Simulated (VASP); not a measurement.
## MgS: single point with LDA

The system is MgS.

```
Mg S
1.0
     0.00000    2.83087    2.83087
     2.83087    0.00000    2.83087
     2.83087    2.83087    0.00000
Mg S
1 1
Direct
  0.00000 0.00000 0.00000
  0.75000 0.75000 0.75000
```

| Item | Value |
| --- | --- |
| Program | VASP 6.6.1 |
| Task | single point |
| Functional | LDA |
| Potentials or basis | VASP PAW LDA potentials, release 64 (Mg, S) |
| Cutoff | 520 eV |
| k mesh | 4 × 4 × 4 |
| Occupations | gaussian, width 0.01 eV |
| Spin | no spin polarisation |
| Dipole correction | no |
| Further INCAR settings | ALGO = Normal; EDIFF = 1e-06; NBANDS = 11 |

| Quantity | Value |
| --- | --- |
| Pressure | -2.3 GPa |
| Band gap on the k mesh | 3.19 eV, direct |

Levels at points of the mesh, in eV from the valence-band top:
```
           k point  band 2  band 3  band 4  band 5  band 6  band 7
(0.00, 0.00, 0.00)    0.00    0.00    0.00    3.19    7.76    7.76
(0.50, 0.00, 0.00)   -3.22   -0.33   -0.33    4.86    7.45    7.45
(0.50, 0.50, 0.00)   -2.89   -1.06   -1.06    3.65    5.42   10.88
```

It took 2.4 s on 1 thread of Intel(R) Xeon(R) 6975P-C (Granite Rapids), with other jobs on the host, peak memory 0.14 GiB.

Caveat: the k points lie up to 0.48 Å⁻¹ apart. LDA gaps usually lie below the measured ones, often by a third to a half.
